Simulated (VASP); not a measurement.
Write the native input for VASP 6.6.1 that does the following.

```
Task                   : single point
Functional             : r2SCAN
Potentials or basis    : VASP PAW PBE potentials, release 64 (Al, Ga_d, N)
Cutoff                 : 520 eV
k mesh                 : 6 × 6 × 4
Occupations            : gaussian, width 0.1 eV
Spin                   : no spin polarisation
Dipole correction      : no
Further INCAR settings : ALGO = Normal; EDIFF = 1e-06; NBANDS = 46
```

The system is Al2GaN3.

```
CELL_PARAMETERS angstrom
5.73942 -1.56608 0.00000
5.73942 1.56608 0.00000
-1.89610 0.00000 7.16784
ATOMIC_POSITIONS crystal
Al 0.94410 0.94410 0.38929
Al 0.88893 0.88893 0.77664
Al 0.22293 0.22293 0.44440
Al 0.55406 0.55406 0.11331
Ga 0.27735 0.27735 0.05782
Ga 0.60957 0.60957 0.72165
N 0.14743 0.14743 0.18519
N 0.48134 0.48134 0.85287
N 0.81824 0.81824 0.51490
N 0.76479 0.76479 0.90125
N 0.09504 0.09504 0.56369
N 0.43157 0.43157 0.24379
```

The input as run:

POSCAR

```
Al2GaN3
1.0
    5.7394230340     -1.5660793800      0.0000000000
    5.7394230340      1.5660793800      0.0000000000
   -1.8961006863      0.0000000000      7.1678385998
Al Ga N
4 2 6
Direct
    0.9440972300      0.9440972300      0.3892893100
    0.8889286400      0.8889286400      0.7766388100
    0.2229334800      0.2229334800      0.4444025000
    0.5540633900      0.5540633900      0.1133144200
    0.2773526900      0.2773526900      0.0578216000
    0.6095714000      0.6095714000      0.7216491900
    0.1474265000      0.1474265000      0.1851942100
    0.4813449300      0.4813449300      0.8528668400
    0.8182437600      0.8182437600      0.5148964600
    0.7647922800      0.7647922800      0.9012468200
    0.0950408400      0.0950408400      0.5636891900
    0.4315698600      0.4315698600      0.2437916400
```

INCAR.step1

```
SYSTEM = Al2GaN3
PREC     = Accurate       ! precision mode
ENCUT    = 520            ! plane-wave cutoff, eV
ISMEAR   = 0              ! smearing method
SIGMA    = 0.1            ! smearing width, eV
LREAL    = .FALSE.        ! projectors in reciprocal space
LASPH    = .TRUE.         ! aspherical terms in the spheres
NELM     = 60             ! most SCF steps
NBANDS   = 46             ! bands
GGA      = PE             ! functional
ALGO     = Normal         ! electronic algorithm
EDIFF    = 1E-4           ! SCF threshold, eV
LWAVE    = .TRUE.         ! write WAVECAR
LCHARG   = .FALSE.        ! write CHGCAR
```

INCAR.step2

```
SYSTEM = Al2GaN3
PREC     = Accurate       ! precision mode
ENCUT    = 520            ! plane-wave cutoff, eV
EDIFF    = 1E-6           ! SCF threshold, eV
ISMEAR   = 0              ! smearing method
SIGMA    = 0.1            ! smearing width, eV
LREAL    = .FALSE.        ! projectors in reciprocal space
LASPH    = .TRUE.         ! aspherical terms in the spheres
NELM     = 60             ! most SCF steps
ALGO     = Normal         ! electronic algorithm
ISIF     = 2              ! what is computed and relaxed
LWAVE    = .FALSE.        ! write WAVECAR
LCHARG   = .FALSE.        ! write CHGCAR
METAGGA  = R2SCAN         ! meta-GGA
LMIXTAU  = .TRUE.       
NBANDS   = 46             ! bands
ISTART   = 1
```

KPOINTS

```
Automatic mesh
0
G
  6 6 4
  0 0 0
```

Potentials or basis: VASP PAW PBE potentials, release 64 (Al, Ga_d, N).

The run is started by

```sh
$ cat potpaw_PBE.64/Al/POTCAR potpaw_PBE.64/Ga_d/POTCAR potpaw_PBE.64/N/POTCAR > POTCAR
$ cp INCAR.step1 INCAR
$ mpirun -np 1 vasp_std > vasp.out
$ cp INCAR.step2 INCAR
$ mpirun -np 1 vasp_std > vasp.out
```

It gave:

```json
{"Pressure": "-0.1 GPa", "Largest force": "0.021 eV/Å", "Band gap on the k mesh": "3.88 eV"}
```

Caveat: the PAW data sets were made with another functional, which shifts forces and pressure a little.

It took 23 min on 1 thread of AMD EPYC 9R45 96-Core Processor (Zen 5), on a shared host, peak memory 0.5 GiB.
